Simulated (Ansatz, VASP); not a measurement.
## MgS: VASP beside Ansatz

```
Mg S
1.0
     0.00000    2.58865    2.58865
     2.58865    0.00000    2.58865
     2.58865    2.58865    0.00000
Mg S
1 1
Direct
  0.50000 0.50000 0.50000
  0.00000 0.00000 0.00000
```

Alike in both runs: task single point; functional PBE; k mesh 8 × 8 × 8; occupations gaussian, width 0.02 eV; no spin polarisation.

|  | VASP | Ansatz |
| --- | --- | --- |
| version | VASP 6.6.1 | Ansatz 0.2.0 |
| potentials or method | VASP PAW PBE potentials, release 64 (Mg, S), cutoff 520 eV | scalar-relativistic, plane waves, PAW |
| valence electrons in the cell | 8 | 16 |

```csv
,VASP,Ansatz,Ansatz less VASP
gap on the k mesh at the Fermi level (eV),2.81,2.82,+0.014
least direct gap on the mesh (eV),3.83,3.84,+0.012
pressure (GPa),2.1,2.4,+0.31
```

VASP's potentials hold 8 valence electrons a cell and Ansatz's 16, so a difference there can come from the potentials and not from the codes.
